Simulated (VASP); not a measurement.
# Au (I4/mmm) in VASP: a series of runs, part 2 of 2

VASP 6.6.1. The steps go on from the part before.

## 4. Single point, LDA

This run uses another cell than the first one, of the same volume but with other edges.

INCAR reads:

```
SYSTEM = Au
  PREC = Accurate
  ENCUT = 520
  EDIFF = 1E-6
  ISMEAR = 0
  SIGMA = 0.15
  LREAL = .False.
  LASPH = .True.
  NELM = 80
  ALGO = Fast
  ISIF = 2
  LWAVE = .False.
  LCHARG = .False.
  NBANDS = 12
```

KPOINTS reads:

```
regular mesh
0
Gamma
  22 22 22
  0 0 0
```

POSCAR reads:

```
Au
1.0
    0.0000000000      2.1031498048      1.9348978204
    2.1031498048      0.0000000000      1.9348978204
    2.1031498048      2.1031498048      0.0000000000
Au
1
Direct
    0.0000000000      0.0000000000      0.0000000000
```

Potentials or basis: VASP PAW LDA potentials, release 64 (Au).

The run is started by

```
$ cat potpaw_LDA.64/Au/POTCAR > POTCAR
$ mpirun -np 1 vasp_std > vasp.out
```

OUTCAR:

```text
SYSTEM = Au
   PREC = Accurate
   ENCUT = 520
   EDIFF = 1E-6
   ISMEAR = 0
   LREAL = .False.
   LASPH = .True.
   NELM = 80
   ISIF = 2

 ion  position               nearest neighbor table
   1  0.000  0.000  0.000-

  LATTYP: Found a body centered tetragonal cell.
 ALAT       =     2.9743029777
 C/A-ratio  =     1.3010764774

  Lattice vectors:

 A1 = (   0.0000000000,  -2.1031498048,  -1.9348978204)
 A2 = (   0.0000000000,   2.1031498048,  -1.9348978204)
 A3 = (   2.1031498048,   0.0000000000,   1.9348978204)

Analysis of symmetry for initial positions (statically):
=====================================================================
 Subroutine PRICEL returns:
 Original cell was already a primitive cell.

 Routine SETGRP: Setting up the symmetry group for a
 body centered tetragonal supercell.

 Subroutine GETGRP returns: Found 16 space group operations
 (whereof 16 operations were pure point group operations)
 out of a pool of 16 trial point group operations.

The static configuration has the point symmetry D_4h.

Analysis of symmetry for dynamics (positions and initial velocities):
=====================================================================
 Subroutine PRICEL returns:
 Original cell was already a primitive cell.

 Routine SETGRP: Setting up the symmetry group for a
 body centered tetragonal supercell.

 Subroutine GETGRP returns: Found 16 space group operations
 (whereof 16 operations were pure point group operations)
 out of a pool of 16 trial point group operations.

The dynamic configuration has the point symmetry D_4h.

 Subroutine INISYM returns: Found 16 space group operations
 (whereof 16 operations are pure point group operations),
 and found     1 'primitive' translations

----------------------------------------------------------------------------------------

                                     Primitive cell

  volume of cell :      17.1170

  direct lattice vectors                    reciprocal lattice vectors
     0.000000000  2.103149805  1.934897820    -0.237738652  0.237738652  0.258411578
     2.103149805  0.000000000  1.934897820     0.237738652 -0.237738652  0.258411578
     2.103149805  2.103149805  0.000000000     0.237738652  0.237738652 -0.258411578

  length of vectors
     2.857808370  2.857808370  2.974302978     0.424047023  0.424047023  0.424047023

  position of ions in fractional coordinates (direct lattice)
     0.000000000  0.000000000  0.000000000

  ion indices of the primitive-cell ions
   primitive index   ion index
                 1           1

----------------------------------------------------------------------------------------

 KPOINTS: regular mesh

Automatic generation of k-mesh.
 Grid dimensions read from file:
 generate k-points for:   22   22   22

 Generating k-lattice:

  Cartesian coordinates                     Fractional coordinates (reciprocal lattice)
    -0.010806302  0.010806302  0.011745981     0.045454545  0.000000000  0.000000000
     0.010806302 -0.010806302  0.011745981     0.000000000  0.045454545  0.000000000
     0.010806302  0.010806302 -0.011745981    -0.000000000 -0.000000000  0.045454545

  Length of vectors
     0.019274865  0.019274865  0.019274865

  Shift w.r.t. Gamma in fractional coordinates (k-lattice)
     0.000000000  0.000000000  0.000000000

 Subroutine IBZKPT returns following result:
 ===========================================

 Found    834 irreducible k-points:

 Following reciprocal coordinates:
            Coordinates               Weight
  0.000000  0.000000  0.000000      1.000000
  0.045455  0.000000  0.000000      8.000000
  0.090909  0.000000  0.000000      8.000000
  0.136364  0.000000  0.000000      8.000000
  0.181818 -0.000000  0.000000      8.000000
  0.227273  0.000000  0.000000      8.000000
[... 16 lines left out ...]
  0.500000  0.045455  0.000000      8.000000
 -0.454545  0.045455  0.000000      8.000000
 [... further k-points ...]
   k-points           NKPTS =    834   k-points in BZ     NKDIM =    834   number of bands    NBANDS=     12
   number of dos      NEDOS =    301   number of ions     NIONS =      1
   total plane-waves  NPLWV =  13824
   dimension x,y,z NGX =    24 NGY =   24 NGZ =   24
   dimension x,y,z NGXF=    48 NGYF=   48 NGZF=   48
   ions per type =               1
   NGX,Y,Z   is equivalent  to a cutoff of  13.96, 13.96, 13.41 a.u.
   NGXF,Y,Z  is equivalent  to a cutoff of  27.92, 27.92, 26.83 a.u.
 SYSTEM =  Au
   PREC   = accura    normal or accurate (medium, high low for compatibility)
   ISTART =      0    job   : 0-new  1-cont  2-samecut
   ICHARG =      2    charge: 1-file 2-atom 10-const
   ISPIN  =      1    spin polarized calculation?
   LNONCOLLINEAR =      F non collinear calculations
   LSORBIT =      F    spin-orbit coupling
   LASPH  =      T    aspherical Exc in radial PAW
   ENCUT  =  520.0 eV  38.22 Ry    6.18 a.u.   5.31  5.31  5.53*2*pi/ulx,y,z
   NELM   =     80;   NELMIN=  2; NELMDL= -5     # of ELM steps
   EDIFF  = 0.1E-05   stopping-criterion for ELM
   LREAL  =      F    real-space projection
   EDIFFG = 0.1E-04   stopping-criterion for IOM
   NSW    =      0    number of steps for IOM
   IBRION =     -1    ionic relax: 0-MD 1-quasi-New 2-CG
   NFREE  =      0    steps in history (QN), initial steepest desc. (CG)
   ISIF   =      2    stress and relaxation
   ISYM   =      2    0-nonsym 1-usesym 2-fastsym
   POTIM  = 0.5000    time-step for ionic-motion
   TEBEG  =    0.0;   TEEND  =   0.0 temperature during run
   PSTRESS=    0.0 pullay stress
   NELECT =      11.0000    total number of electrons
   NUPDOWN=      -1.0000    fix difference up-down
   EMIN   =  10.00;   EMAX   =-10.00  energy-range for DOS
   EFERMI =   0.00;   METHOD = LEGACY
   ISMEAR =     0;   SIGMA  =   0.15  broadening in eV -4-tet -1-fermi 0-gaus
   EFERMI_NEDOS =   21; number of points for ismear=-14 and -15
   IALGO  =     68    algorithm
   IMIX   =      4    mixing-type and parameters
     AMIX     =   0.40;   BMIX     =  1.00
     AMIX_MAG =   1.60;   BMIX_MAG =  1.00
  volume/ion in A,a.u.               =      17.12       115.51
  Fermi-wavevector in a.u.,A,eV,Ry     =   1.412742  2.669696 27.155058  1.995840
  Thomas-Fermi vector in A             =   2.534459
   LORBIT       =      0    0 simple, 1 ext, 2 COOP (PROOUT), +10 PAW based schemes
   GGA     = CA    functional components
   LHFCALC =     F    Hartree Fock is set to
   AEXX    =    0.0000 exact exchange contribution
   IVDW    =     0    specifies the selected vdW correction
   LEPSILON=     F    determine dielectric tensor
   LRPA    =     F    only Hartree local field effects (RPA)
 non-spin polarized calculation
 RMM-DIIS sequential band-by-band and
 Gauss-broadening in eV      SIGMA  =   0.15
  energy-cutoff  :      520.00
  volume of cell :       17.12
 maximum number of plane-waves:       483
 NGX is ok and might be reduce to    24

 number of electron      10.9999999 magnetization

 Free energy of the ion-electron system (eV)
  ---------------------------------------------------
  ext. energy  EPLUGINS =         0.00000000
  ---------------------------------------------------
  free energy    TOTEN  =        -4.43384106 eV

  energy without entropy =       -4.42993214  energy(sigma->0) =       -4.43188660

 E-fermi :   9.2128     XC(G=0): -12.9577

 val. band max:        9.2107230570   @ k =   0.5000   0.2727   0.1818
 cond. band min:       9.2167089105   @ k =  -0.1818   0.1364   0.3182
 fundamental gap:      0.0059858535
 Fermi energy:         9.2127597145

 k-point     1 :       0.0000    0.0000    0.0000
  band No.  band energies     occupation
      1      -0.6560      2.00000
      2       4.3166      2.00000
      3       4.3166      2.00000
      4       5.0075      2.00000
      5       5.6328      2.00000
      6       6.3882      2.00000
      7      23.8131      0.00000
      8      27.1653      0.00000
      9      27.1653      0.00000
     10      28.6353      0.00000
     11      32.7764      0.00000
     12      36.1306      0.00000
[... 331 lines left out ...]
 k-point    24 :      -0.4545    0.0455    0.0000
  band No.  band energies     occupation
      1       1.9582      2.00000
      2       4.1914      2.00000
      3       4.8144      2.00000
      4       6.7297      2.00000
      5       7.3451      2.00000
      6       8.3436      2.00000
      7      12.6363      0.00000
      8      23.0682      0.00000
      9      25.3988      0.00000
     10      26.9904      0.00000
     11      33.3277      0.00000
     12      33.7716      0.00000

 [... further k-points ...]

------------------------ aborting loop because EDIFF is reached ----------------------------------------

  FORCE on cell =-STRESS in cart. coord.  units (eV):
  Direction    XX          YY          ZZ          XY          YZ          ZX
  --------------------------------------------------------------------------------------
  -------------------------------------------------------------------------------------
  Total       -0.5842749     -0.5842749     -0.4440755      0.0000000      0.0000000      0.0000000
  in kB      -54.6889177    -54.6889177    -41.5660667      0.0000000      0.0000000      0.0000000
  external PRESSURE =     -50.3146340 kB  Pullay stress =       0.0000000 kB

 VOLUME and BASIS-vectors are now :
 -----------------------------------------------------------------------------
  energy-cutoff  :      520.00
  volume of cell :       17.12
      direct lattice vectors                 reciprocal lattice vectors
     0.000000000  2.103149805  1.934897820    -0.237738652  0.237738652  0.258411578
     2.103149805  0.000000000  1.934897820     0.237738652 -0.237738652  0.258411578
     2.103149805  2.103149805  0.000000000     0.237738652  0.237738652 -0.258411578

 POSITION                                       TOTAL-FORCE (eV/Angst)
 -----------------------------------------------------------------------------------
      0.00000      0.00000      0.00000         0.000000      0.000000      0.000000
 -----------------------------------------------------------------------------------
    total drift:                               -0.000000      0.000000      0.000000

  FREE ENERGIE OF THE ION-ELECTRON SYSTEM (eV)
  ---------------------------------------------------
  free  energy   TOTEN  =        -4.4338410639 eV

  energy  without entropy=       -4.4299321434  energy(sigma->0) =       -4.43188660
```

Wall time 82 s (1 thread of Intel Xeon Platinum 8488C (Sapphire Rapids), shared host); peak memory 0.27 GiB.

Results:

```
Free energy            : -4.4338 eV
Pressure               : -5.0 GPa
Band gap on the k mesh : zero (an odd number of electrons rules out a gap without spin polarisation)
```

Levels at points of the mesh, in eV from the Fermi level:
| k point | band 4 | band 5 | band 6 | band 7 | band 8 | band 9 |
| --- | --- | --- | --- | --- | --- | --- |
| (0.00, 0.00, 0.00) | -4.21 | -3.58 | -2.82 | 14.60 | 17.95 | 17.95 |
| (0.50, 0.00, 0.00) | -2.16 | -1.79 | -0.97 | 3.06 | 13.71 | 16.11 |
| (0.50, 0.50, 0.00) | -1.63 | -1.63 | 1.99 | 6.99 | 8.95 | 8.95 |
| (0.50, 0.00, 0.50) | -1.94 | -1.43 | 0.52 | 5.10 | 10.35 | 10.56 |

Caveat: the cell stands under tension; spin-orbit coupling is left out, which moves the levels of the heavy elements.

## 5. Single point, LDA

This run uses another cell than the first one, of the same volume but with other edges.

INCAR reads:

```
PREC     = Accurate       # precision mode
ENCUT    = 520            # plane-wave cutoff, eV
EDIFF    = 1E-6           # SCF threshold, eV
ISMEAR   = 0              # smearing method
SIGMA    = 0.15           # smearing width, eV
LREAL    = False          # projectors in reciprocal space
LASPH    = True           # aspherical terms in the spheres
NELM     = 80             # most SCF steps
ALGO     = Fast           # electronic algorithm
ISIF     = 2              # what is computed and relaxed
LWAVE    = False          # write WAVECAR
LCHARG   = True           # write CHGCAR
GGA      = CA             # functional
LELF     = True           # ELF
LVHAR    = True         
NBANDS   = 12             # bands
```

KPOINTS reads:

```
regular mesh
0
Gamma
  22 22 22
```

POSCAR reads:

```
Au
1.0
    0.0000000000      1.9815357957      2.1796893753
    1.9815357957      0.0000000000      2.1796893753
    1.9815357957      1.9815357957      0.0000000000
Au
1
Direct
    0.0000000000      0.0000000000      0.0000000000
```

The run is started by

```
$ cat potpaw_LDA.64/Au/POTCAR > POTCAR
$ mpirun -np 1 vasp_std > vasp.out
```

Run time: 87 s. Hardware: 1 thread of Intel Xeon Platinum 8488C (Sapphire Rapids), shared host; peak memory 0.27 GiB.

The run converged. Its results:

| Property | Result |
| --- | --- |
| Free energy | -4.4277 eV |
| Pressure | -4.7 GPa |
| Band gap on the k mesh | zero (an odd number of electrons rules out a gap without spin polarisation) |

Stress tensor (GPa, compression positive):
```
-3.48  0.00  0.00
 0.00 -3.48  0.00
 0.00  0.00 -7.27
```

Levels at points of the mesh, in eV from the Fermi level:
| k point | band 2 | band 3 | band 4 | band 5 | band 6 | band 7 | band 8 | band 9 | band 10 | band 11 |
| --- | --- | --- | --- | --- | --- | --- | --- | --- | --- | --- |
| (0.00, 0.00, 0.00) | -5.30 | -4.38 | -4.38 | -3.72 | -2.74 | 14.60 | 17.38 | 18.91 | 18.91 | 23.55 |
| (0.50, 0.00, 0.00) | -5.15 | -4.35 | -2.17 | -1.84 | -0.99 | 3.06 | 13.41 | 16.55 | 18.07 | 23.31 |
| (0.50, 0.50, 0.00) | -6.83 | -1.97 | -1.73 | -1.73 | -0.04 | 4.26 | 11.03 | 11.03 | 18.20 | 20.74 |
| (0.50, 0.00, 0.50) | -6.70 | -2.12 | -2.05 | -1.30 | 1.52 | 6.47 | 9.34 | 9.47 | 16.87 | 19.30 |

Caveat: the cell stands under tension; spin-orbit coupling is left out, which moves the levels of the heavy elements.

## 6. Overview

| cell | further INCAR settings | gap on the mesh (eV) | pressure (GPa) |
| --- | --- | --- | --- |
| a = 3.007, b = 3.007, c = 2.722 Å, angles 63.1, 63.1, 53.8°, 1 atom | ALGO = Fast; EDIFF = 1e-06; NBANDS = 12 | none | -2.5 |
| a = 3.074, b = 3.074, c = 2.651 Å, angles 64.5, 64.5, 51.1°, 1 atom | ALGO = Fast; EDIFF = 1e-07; NBANDS = 12 | none | 1.7 |
| a = 2.858, b = 2.858, c = 2.974 Å, angles 58.6, 58.6, 62.7°, 1 atom | ALGO = Fast; EDIFF = 1e-06; NBANDS = 12 | none | -5.0 |
| a = 2.946, b = 2.946, c = 2.802 Å, angles 61.6, 61.6, 56.8°, 1 atom | ALGO = Fast; EDIFF = 1e-06; NBANDS = 12 | none | -4.7 |

Alike in all rows: task single point; level LDA; potentials or basis VASP PAW LDA potentials, release 64 (Au); no spin polarisation; k mesh 22 × 22 × 22; cutoff (eV) 520; smearing gaussian 0.15 eV.

Caveats: spin-orbit coupling is left out, which moves the levels of the heavy elements; the cell stands under tension (at least some runs); the stress differs along the axes, from -10 to 1 GPa (at least some runs); the stress differs along the axes, from -12 to 9 GPa (at least some runs).

Absolute energies hang on the potentials; compare differences alone.

The gap in the log of VASP goes by the Fermi energy; the results here count the filled bands.